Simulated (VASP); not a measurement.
BN (Qingsongite), 2 atoms in the cell. The structure is cubic, space group F-43m (No. 216). The conventional cell has a = 3.602 Å, b = 3.602 Å, c = 3.602 Å, α = 90.00°, β = 90.00°, γ = 90.00°. B (site symmetry -43m) has 4 N at 1.56 Å within 2.1 Å. N (site symmetry -43m) has 4 B at 1.56 Å within 2.1 Å. 

```yaml
Program: VASP 6.6.1
Task: single point
Functional: revPBE
Dispersion: D3(BJ)
Potentials_or_basis: VASP PAW PBE potentials, release 64 (B, N)
Cutoff: 600 eV
k_mesh: 8 × 8 × 8
Occupations: methfessel-paxton, width 0.01 eV
Spin: no spin polarisation
Dipole_correction: no
Further_INCAR_settings: ALGO = Normal; EDIFF = 1e-06; NBANDS = 11
```

Potentials or basis: VASP PAW PBE potentials, release 64 (B, N).

Launch:

```console
$ cat potpaw_PBE.64/B/POTCAR potpaw_PBE.64/N/POTCAR > POTCAR
$ mpirun -np 1 vasp_std > vasp.out
```

Hardware: 1 thread of Intel Xeon 8259CL, with other jobs on the host.

Question: Estimate the wall time of this run.

Answer: Run time: 6.7 s on 1 thread of Intel Xeon 8259CL (shared host), peak memory 0.13 GiB. Counts: scf iterations 12, k points 29.
